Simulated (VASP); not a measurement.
Input of a VASP 6.6.1 run:

File INCAR:

```
SYSTEM = HfN
PREC = Accurate
ENCUT = 520
EDIFF = 1E-7
ISMEAR = 0
SIGMA = 0.1
LREAL = .False.
LASPH = .True.
NELM = 60
ALGO = Normal
ISIF = 2
LWAVE = .False.
LCHARG = .True.
GGA = PE
LELF = .True.
LVHAR = .True.
NBANDS = 14
```

File KPOINTS:

```
Automatic mesh
0
Gamma
  20 20 20
  0 0 0
```

POSCAR

```
HfN
1.0
    0.0000000000      2.2225581436      2.3336860508
    2.2225581436      0.0000000000      2.3336860508
    2.2225581436      2.2225581436      0.0000000000
Hf N
1 1
Direct
    0.0000000000      0.0000000000      0.0000000000
    0.5000000000      0.5000000000      0.5000000000
```

Potentials or basis: VASP PAW PBE potentials, release 64 (Hf_pv, N).

Command:

```bash
$ cat potpaw_PBE.64/Hf_pv/POTCAR potpaw_PBE.64/N/POTCAR > POTCAR
$ mpirun -np 1 vasp_std > vasp.out
```

**Question.** Predict the pressure.

**Answer.** 4.5 GPa.

**Question.** What does it give for the band gap on the k mesh?

**Answer.** Zero (an odd number of electrons rules out a gap without spin polarisation).

Stress tensor (GPa, compression positive):
```
 12.14   0.00   0.00
  0.00  12.14   0.00
  0.00   0.00 -10.74
```

Caveat: the stress differs along the axes, from -11 to 12 GPa; spin-orbit coupling is left out, which moves the levels of the heavy elements.
